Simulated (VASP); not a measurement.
# Ge (P4/nmm) in VASP: a series of runs

Ge is run at these levels: PBE; tasks: single point, relaxation of cell and atoms.

Everything below comes from runs of VASP 6.6.1. Logs are shortened: lines on timing, memory, paths and dates and some standing lists are left out, and cuts for length are marked.

## Step 1: The cell of the first run

Symmetry: P4/nmm, No. 129, tetragonal system. The conventional cell has a = 3.581 Å, b = 3.581 Å, c = 3.258 Å, α = 90.00°, β = 90.00°, γ = 90.00°. Ge (site symmetry 4mm) has 6 Ge at 2.53 to 3.26 Å within 3.3 Å.

## Step 2: Single point, PBE

The input, INCAR:

```
ALGO = Normal ; EDIFF = 1E-6
ENCUT = 520 ; GGA = PE
ISIF = 2 ; ISMEAR = 0
LASPH = True ; LCHARG = True
LELF = True ; LREAL = False
LVHAR = True ; LWAVE = False
NBANDS = 21 ; NELM = 60
PREC = Accurate ; SIGMA = 0.1
```

The input, KPOINTS:

```
k-points
0
Gamma
  6 6 6
```

The input, POSCAR:

```
Ge
1.0
    3.5813519300      0.0000000000      0.0000000000
    0.0000000000      3.5813519300      0.0000000000
    0.0000000000      0.0000000000      3.2583416300
Ge
2
Direct
    0.5000000000      0.0000000000      0.5117669600
    0.0000000000      0.5000000000      0.4882330400
```

Potentials or basis: VASP PAW PBE potentials, release 64 (Ge_d).

Run with:

```sh
$ cat potpaw_PBE.64/Ge_d/POTCAR > POTCAR
$ mpirun -np 1 vasp_std > vasp.out
```

OUTCAR:

```text
EDIFF = 1E-6
   ENCUT = 520
   GGA = PE
   ISIF = 2
   ISMEAR = 0
   LASPH = True
   LREAL = False
   NELM = 60
   PREC = Accurate

 ion  position               nearest neighbor table
   1  0.500  0.000  0.512-   2 2.53   2 2.53   2 2.53   2 2.53
   2  0.000  0.500  0.488-   1 2.53   1 2.53   1 2.53   1 2.53

  LATTYP: Found a simple tetragonal cell.
 ALAT       =     3.5813519300
 C/A-ratio  =     0.9098077189

  Lattice vectors:

 A1 = (   3.5813519300,   0.0000000000,   0.0000000000)
 A2 = (   0.0000000000,   3.5813519300,   0.0000000000)
 A3 = (   0.0000000000,   0.0000000000,   3.2583416300)

Analysis of symmetry for initial positions (statically):
=====================================================================
 Subroutine PRICEL returns:
 Original cell was already a primitive cell.

 Routine SETGRP: Setting up the symmetry group for a
 simple tetragonal supercell.

 Subroutine GETGRP returns: Found 16 space group operations
 (whereof  8 operations were pure point group operations)
 out of a pool of 16 trial point group operations.

The static configuration has the point symmetry D_2d.
 The point group associated with its full space group is D_4h.

Analysis of symmetry for dynamics (positions and initial velocities):
=====================================================================
 Subroutine PRICEL returns:
 Original cell was already a primitive cell.

 Routine SETGRP: Setting up the symmetry group for a
 simple tetragonal supercell.

 Subroutine GETGRP returns: Found 16 space group operations
 (whereof  8 operations were pure point group operations)
 out of a pool of 16 trial point group operations.

The dynamic configuration has the point symmetry D_2d.
 The point group associated with its full space group is D_4h.

 Subroutine INISYM returns: Found 16 space group operations
 (whereof  8 operations are pure point group operations),
 and found     1 'primitive' translations

----------------------------------------------------------------------------------------

                                     Primitive cell

  volume of cell :      41.7918

  direct lattice vectors                    reciprocal lattice vectors
     3.581351930  0.000000000  0.000000000     0.279224164  0.000000000  0.000000000
[... 75 lines left out ...]
   NGXF,Y,Z  is equivalent  to a cutoff of  26.00, 26.00, 24.49 a.u.
 SYSTEM =  unknown system
   PREC   = accura    normal or accurate (medium, high low for compatibility)
   ISTART =      0    job   : 0-new  1-cont  2-samecut
   ICHARG =      2    charge: 1-file 2-atom 10-const
   ISPIN  =      1    spin polarized calculation?
   LNONCOLLINEAR =      F non collinear calculations
   LSORBIT =      F    spin-orbit coupling
   LASPH  =      T    aspherical Exc in radial PAW
   ENCUT  =  520.0 eV  38.22 Ry    6.18 a.u.   6.66  6.66  6.06*2*pi/ulx,y,z
   NELM   =     60;   NELMIN=  2; NELMDL= -5     # of ELM steps
   EDIFF  = 0.1E-05   stopping-criterion for ELM
   LREAL  =      F    real-space projection
   EDIFFG = 0.1E-04   stopping-criterion for IOM
   NSW    =      0    number of steps for IOM
   IBRION =     -1    ionic relax: 0-MD 1-quasi-New 2-CG
   NFREE  =      0    steps in history (QN), initial steepest desc. (CG)
   ISIF   =      2    stress and relaxation
   ISYM   =      2    0-nonsym 1-usesym 2-fastsym
   POTIM  = 0.5000    time-step for ionic-motion
   TEBEG  =    0.0;   TEEND  =   0.0 temperature during run
   PSTRESS=    0.0 pullay stress
   NELECT =      28.0000    total number of electrons
   NUPDOWN=      -1.0000    fix difference up-down
   EMIN   =  10.00;   EMAX   =-10.00  energy-range for DOS
   EFERMI =   0.00;   METHOD = LEGACY
   ISMEAR =     0;   SIGMA  =   0.10  broadening in eV -4-tet -1-fermi 0-gaus
   EFERMI_NEDOS =   21; number of points for ismear=-14 and -15
   IALGO  =     38    algorithm
   IMIX   =      4    mixing-type and parameters
     AMIX     =   0.40;   BMIX     =  1.00
     AMIX_MAG =   1.60;   BMIX_MAG =  1.00
  volume/ion in A,a.u.               =      20.90       141.01
  Fermi-wavevector in a.u.,A,eV,Ry     =   1.432509  2.707049 27.920264  2.052081
  Thomas-Fermi vector in A             =   2.552129
   LORBIT       =      0    0 simple, 1 ext, 2 COOP (PROOUT), +10 PAW based schemes
   GGA     = PE    functional components
   LHFCALC =     F    Hartree Fock is set to
   AEXX    =    0.0000 exact exchange contribution
   IVDW    =     0    specifies the selected vdW correction
   LEPSILON=     F    determine dielectric tensor
   LRPA    =     F    only Hartree local field effects (RPA)
 non-spin polarized calculation
 Gauss-broadening in eV      SIGMA  =   0.10
  energy-cutoff  :      520.00
  volume of cell :       41.79
 maximum number of plane-waves:      1141
 NGX is ok and might be reduce to    28
   NGX = 13   NGY = 13   NGZ = 13

 number of electron      27.9999995 magnetization

 Free energy of the ion-electron system (eV)
  ---------------------------------------------------
  ext. energy  EPLUGINS =         0.00000000
  ---------------------------------------------------
  free energy    TOTEN  =        -8.06970318 eV

  energy without entropy =       -8.06744087  energy(sigma->0) =       -8.06857203

 E-fermi :   5.3211     XC(G=0): -10.5988

 val. band max:        5.1650049518   @ k =   0.3333   0.0000   0.0000
 cond. band min:       5.3935927275   @ k =   0.3333   0.0000   0.1667
 fundamental gap:      0.2285877757
 Fermi energy:         5.3211398974

 k-point     1 :       0.0000    0.0000    0.0000
  band No.  band energies     occupation
      1     -19.4094      2.00000
      2     -19.2984      2.00000
      3     -19.2705      2.00000
      4     -19.1919      2.00000
      5     -19.1919      2.00000
      6     -19.0930      2.00000
[... 565 lines left out ...]
     20      16.3961      0.00000
     21      17.2281      0.00000

 [... further k-points ...]
[... 5 lines left out ...]
  --------------------------------------------------------------------------------------
  -------------------------------------------------------------------------------------
  Total        2.8016365      2.8016365     -2.4890197      0.0000000      0.0000000      0.0000000
  in kB      107.4067934    107.4067934    -95.4219523      0.0000000      0.0000000      0.0000000
  external PRESSURE =      39.7972115 kB  Pullay stress =       0.0000000 kB

 VOLUME and BASIS-vectors are now :
 -----------------------------------------------------------------------------
  energy-cutoff  :      520.00
  volume of cell :       41.79
      direct lattice vectors                 reciprocal lattice vectors
     3.581351930  0.000000000  0.000000000     0.279224164  0.000000000  0.000000000
     0.000000000  3.581351930  0.000000000     0.000000000  0.279224164  0.000000000
     0.000000000  0.000000000  3.258341630     0.000000000  0.000000000  0.306904589

 POSITION                                       TOTAL-FORCE (eV/Angst)
 -----------------------------------------------------------------------------------
      1.79068      0.00000      1.66751         0.000000      0.000000      0.061716
      0.00000      1.79068      1.59083         0.000000      0.000000     -0.061716
 -----------------------------------------------------------------------------------
    total drift:                                0.000000      0.000000     -0.000000

  FREE ENERGIE OF THE ION-ELECTRON SYSTEM (eV)
  ---------------------------------------------------
  free  energy   TOTEN  =        -8.0697031840 eV

  energy  without entropy=       -8.0674408738  energy(sigma->0) =       -8.06857203
```

OSZICAR:

```text
N       E                     dE             d eps       ncg     rms          rms(c)
DAV:   1     0.185242331619E+03    0.18524E+03   -0.14477E+04  1905   0.372E+03
DAV:   2     0.180387102564E+02   -0.16720E+03   -0.16207E+03  1690   0.608E+02
DAV:   3    -0.733423237192E+01   -0.25373E+02   -0.25166E+02  1920   0.138E+02
DAV:   4    -0.811337452849E+01   -0.77914E+00   -0.77863E+00  1908   0.284E+01
DAV:   5    -0.812542705693E+01   -0.12053E-01   -0.12052E-01  1886   0.388E+00    0.237E+00
DAV:   6    -0.808422106826E+01    0.41206E-01   -0.27437E-02  2219   0.246E+00    0.132E+00
DAV:   7    -0.806923262528E+01    0.14988E-01   -0.30811E-02  2124   0.232E+00    0.153E-01
DAV:   8    -0.806969584109E+01   -0.46322E-03   -0.54917E-03  1869   0.843E-01    0.590E-02
DAV:   9    -0.806970957749E+01   -0.13736E-04   -0.21067E-04  2395   0.223E-01    0.245E-02
DAV:  10    -0.806970275674E+01    0.68208E-05   -0.51907E-05  2129   0.126E-01    0.782E-03
DAV:  11    -0.806970318401E+01   -0.42726E-06   -0.20552E-06  1740   0.129E-02
   1 F= -.80697032E+01 E0= -.80685720E+01  d E =-.226231E-02
```

stdout:

```text
POSCAR found type information on POSCAR Ge
 POSCAR found :  1 types and       2 ions
 scaLAPACK will be used
 LDA part: xc-table for (Slater+PW92), standard interpolation
 POSCAR, INCAR and KPOINTS ok, starting setup
 FFT: planning ... GRIDC
 FFT: planning ... GRID_SOFT
 FFT: planning ... GRID
 WAVECAR not read
 entering main loop
```

Run time: 14 s. Hardware: 1 thread of AMD EPYC 9R45 (Zen 5), shared host; peak memory 0.13 GiB.

What came out:

```
Free energy            : -8.0697 eV
Pressure               : 4.0 GPa
Largest force          : 0.062 eV/Å
Band gap on the k mesh : zero (band 14 reaches 7.32 eV, above the bottom of band 15 at 3.91 eV)
```

Forces in eV/Å, atoms in the order of the input:
```
Ge   0.000  0.000  0.062
Ge   0.000  0.000 -0.062
```

Levels at points of the mesh, in eV from the Fermi level:
```tsv
k point	band 10	band 11	band 12	band 13	band 14	band 15	band 16	band 17	band 18	band 19
(0.00, 0.00, 0.00)	-24.19	-12.63	-2.27	-1.63	-1.63	1.40	4.10	5.65	9.03	9.42
(0.50, 0.00, 0.00)	-24.44	-9.76	-9.76	1.63	1.63	3.26	3.26	4.19	4.19	8.49
(0.50, 0.50, 0.00)	-24.35	-7.72	-7.72	-5.43	-5.43	5.20	5.20	10.86	10.86	11.08
(0.00, 0.00, 0.50)	-24.19	-11.17	-5.17	-0.57	-0.57	-0.33	3.09	5.84	8.05	8.05
(0.50, 0.00, 0.50)	-24.44	-8.32	-8.32	-2.31	-2.31	2.73	2.73	4.97	4.97	9.91
(0.50, 0.50, 0.50)	-24.32	-6.17	-6.17	-4.21	-4.21	-0.95	-0.95	3.37	3.37	14.35
```

## Step 3: Relaxation of cell and atoms, PBE

The input, INCAR:

```
SYSTEM = Ge
PREC     = Accurate       ! precision mode
ENCUT    = 600            ! plane-wave cutoff, eV
EDIFF    = 1E-6           ! SCF threshold, eV
ISMEAR   = 0              ! smearing method
SIGMA    = 0.1            ! smearing width, eV
LREAL    = .FALSE.        ! projectors in reciprocal space
LASPH    = .TRUE.         ! aspherical terms in the spheres
NELM     = 100            ! most SCF steps
ALGO     = Normal         ! electronic algorithm
ISIF     = 3              ! what is computed and relaxed
LWAVE    = .FALSE.        ! write WAVECAR
LCHARG   = .FALSE.        ! write CHGCAR
GGA      = PE             ! functional
IBRION   = 2              ! ionic algorithm
NSW      = 90             ! ionic steps
EDIFFG   = -0.04          ! ionic threshold
```

The input, KPOINTS:

```
Automatic mesh
0
G
  6 6 6
  0 0 0
```

POSCAR is that of step 2.

Potentials or basis: VASP PAW PBE potentials, release 64 (Ge_d).

Run with:

```sh
$ cat potpaw_PBE.64/Ge_d/POTCAR > POTCAR
$ mpirun -np 1 vasp_std > vasp.out
```

OUTCAR:

```text
SYSTEM = Ge
   PREC = Accurate
   ENCUT = 600
   EDIFF = 1E-6
   ISMEAR = 0
   LREAL = .FALSE.
   LASPH = .TRUE.
   NELM = 100
   ISIF = 3
   GGA = PE
   IBRION = 2
   NSW = 90
   EDIFFG = -0.04

 ion  position               nearest neighbor table
   1  0.500  0.000  0.512-   2 2.53   2 2.53   2 2.53   2 2.53
   2  0.000  0.500  0.488-   1 2.53   1 2.53   1 2.53   1 2.53

  LATTYP: Found a simple tetragonal cell.
 ALAT       =     3.5813519300
 C/A-ratio  =     0.9098077189

  Lattice vectors:

 A1 = (   3.5813519300,   0.0000000000,   0.0000000000)
 A2 = (   0.0000000000,   3.5813519300,   0.0000000000)
 A3 = (   0.0000000000,   0.0000000000,   3.2583416300)

Analysis of symmetry for initial positions (statically):
=====================================================================
 Subroutine PRICEL returns:
 Original cell was already a primitive cell.

 Routine SETGRP: Setting up the symmetry group for a
 simple tetragonal supercell.

 Subroutine GETGRP returns: Found 16 space group operations
 (whereof  8 operations were pure point group operations)
 out of a pool of 16 trial point group operations.

[... 175 lines left out ...]
  in kB      107.7882517    107.7882517    -95.0688168      0.0000000      0.0000000      0.0000000
  external PRESSURE =      40.1692289 kB  Pullay stress =       0.0000000 kB
[... 89 lines left out ...]
  FREE ENERGIE OF THE ION-ELECTRON SYSTEM (eV)
  ---------------------------------------------------
  free  energy   TOTEN  =        -8.3874256093 eV

  energy  without entropy=       -8.3843480832  energy(sigma->0) =       -8.38588685

[... ionic steps 4 to 17 ...]

--------------------------------------- Ionic step       18  -------------------------------------------

 number of electron      27.9999979 magnetization

------------------------ aborting loop because EDIFF is reached ----------------------------------------
[... 67 lines left out ...]
--------------------------------------- Ionic step       20  -------------------------------------------

 number of electron      27.9999981 magnetization

 Free energy of the ion-electron system (eV)
  ---------------------------------------------------
  ext. energy  EPLUGINS =         0.00000000
  ---------------------------------------------------
  free energy    TOTEN  =        -8.51883489 eV

  energy without entropy =       -8.51093701  energy(sigma->0) =       -8.51488595

 E-fermi :   5.9423     XC(G=0): -10.8949

 val. band max:        5.9378975500   @ k =   0.5000   0.3333   0.3333
 cond. band min:       6.0677377019   @ k =   0.0000   0.0000   0.5000
 fundamental gap:      0.1298401519
 Fermi energy:         5.9423151502

 k-point     1 :       0.0000    0.0000    0.0000
  band No.  band energies     occupation
      1     -18.8051      2.00000
      2     -18.7818      2.00000
      3     -18.7121      2.00000
      4     -18.6686      2.00000
      5     -18.6151      2.00000
      6     -18.6151      2.00000
[... 481 lines left out ...]
      5     -18.6256      2.00000
      6     -18.6256      2.00000
[... 10 lines left out ...]
     17       9.3599      0.00000
     18       9.3599      0.00000

 [... further k-points ...]
[... 5 lines left out ...]
  --------------------------------------------------------------------------------------
  -------------------------------------------------------------------------------------
  Total        0.0432095      0.0432095     -0.0623796      0.0000000      0.0000000      0.0000000
  in kB        1.7319310      1.7319310     -2.5003114      0.0000000      0.0000000      0.0000000
  external PRESSURE =       0.3211835 kB  Pullay stress =       0.0000000 kB
[... 17 lines left out ...]
  FREE ENERGIE OF THE ION-ELECTRON SYSTEM (eV)
  ---------------------------------------------------
  free  energy   TOTEN  =        -8.5188348860 eV

  energy  without entropy=       -8.5109370056  energy(sigma->0) =       -8.51488595

 reached required accuracy - stopping structural energy minimisation
```

OSZICAR:

```text
N       E                     dE             d eps       ncg     rms          rms(c)
DAV:   1     0.171896980473E+03    0.17190E+03   -0.16781E+04  1486   0.474E+03
[... 171 lines left out ...]
DAV:   1    -0.854624990713E+01   -0.27950E-01   -0.39544E-01  1784   0.127E+01    0.979E-01
DAV:   2    -0.852574797344E+01    0.20502E-01   -0.29586E-02  1850   0.351E+00    0.489E-01
DAV:   3    -0.851925136239E+01    0.64966E-02   -0.11196E-02  1846   0.191E+00    0.106E-01
DAV:   4    -0.851883558185E+01    0.41578E-03   -0.12304E-03  1714   0.700E-01    0.250E-02
DAV:   5    -0.851883358751E+01    0.19943E-05   -0.51182E-05  1778   0.128E-01    0.141E-02
DAV:   6    -0.851883480793E+01   -0.12204E-05   -0.37402E-06  1312   0.338E-02    0.718E-04
DAV:   7    -0.851883488604E+01   -0.78109E-07   -0.20742E-07   740   0.690E-03
  20 F= -.85188349E+01 E0= -.85148859E+01  d E =-.105030E-02
```

Run time: 2.5 min. Hardware: 1 thread of AMD EPYC 9R45 (Zen 5), shared host; peak memory 0.15 GiB.

What came out:

```
Free energy                            : -8.5188 eV
Relaxed volume                         : 19.99 Å³/atom
Relaxed cell                           : a = 3.803 Å, b = 3.803 Å, c = 2.764 Å, α = 90.00°, β = 90.00°, γ = 90.00°
Space group after relaxing (to 0.05 Å) : P4/nmm (No. 129)
Energy gained by relaxing              : 224.5 meV/atom
Ionic steps                            : 20
Pressure after relaxing                : 0.0 GPa
Largest force after relaxing           : 0.012 eV/Å
Band gap on the k mesh                 : zero (band 14 reaches 6.99 eV, above the bottom of band 15 at 3.52 eV)
```

Forces in eV/Å, atoms in the order of the input:
```
Ge   0.000  0.000 -0.012
Ge   0.000  0.000  0.012
```

Step by step:
| step | energy change (eV) | largest force (eV/Å) | pressure (GPa) | volume (Å³) |
| --- | --- | --- | --- | --- |
| 1 | 0.0000 | 0.0611 | 4.02 | 41.79 |
| 2 | -0.3091 | 0.0071 | -4.29 | 44.80 |
| 3 | -0.3176 | 0.0164 | -5.59 | 45.37 |
| 4 | -0.4343 | 0.0205 | -2.40 | 41.54 |
| 5 | -0.4354 | 0.0232 | -1.86 | 41.24 |
| 6 | -0.4358 | 0.0247 | -1.76 | 41.10 |
| 7 | -0.4364 | 0.0281 | -1.39 | 40.82 |
| 8 | -0.4364 | 0.0352 | -0.81 | 40.25 |
| 9 | -0.4367 | 0.0298 | -1.38 | 40.69 |
| 10 | -0.4369 | 0.0327 | -1.02 | 40.47 |
| 11 | -0.4368 | 0.0314 | -1.27 | 40.57 |
| 12 | -0.4450 | 0.0205 | 0.18 | 39.90 |
| 13 | -0.4429 | 0.0086 | 1.73 | 39.09 |
| 14 | -0.4468 | 0.0168 | 0.59 | 39.64 |
| 15 | -0.4469 | 0.0134 | 1.11 | 39.44 |
| 16 | -0.4470 | 0.0150 | 0.83 | 39.53 |
| 17 | -0.4439 | 0.0071 | 0.62 | 39.74 |
| 18 | -0.4479 | 0.0119 | 0.98 | 39.59 |
| 19 | -0.4485 | 0.0097 | -0.25 | 40.35 |
| 20 | -0.4490 | 0.0121 | 0.03 | 39.97 |

Final structure:
```xyz
2
Lattice="3.8028 0.0000 0.0000 0.0000 3.8028 0.0000 0.0000 0.0000 2.7641" Properties=species:S:1:pos:R:3 pbc="T T T"
Ge    1.9014    0.0000    1.4144
Ge    0.0000    1.9014    1.3497
```

Levels at points of the mesh, in eV from the Fermi level:
```tsv
k point	band 12	band 13	band 14	band 15	band 16	band 17
(0.00, 0.00, 0.00)	-4.83	-2.48	-2.48	3.21	5.84	6.84
(0.50, 0.00, 0.00)	-10.31	0.31	0.31	1.27	1.27	8.11
(0.50, 0.50, 0.00)	-8.93	-5.62	-5.62	8.78	8.78	9.80
(0.00, 0.00, 0.50)	-5.61	-0.65	0.13	0.13	0.57	6.67
(0.50, 0.00, 0.50)	-6.91	-3.27	-3.27	2.96	2.96	4.77
(0.50, 0.50, 0.50)	-5.32	-2.81	-2.81	-2.42	-2.42	3.08
```
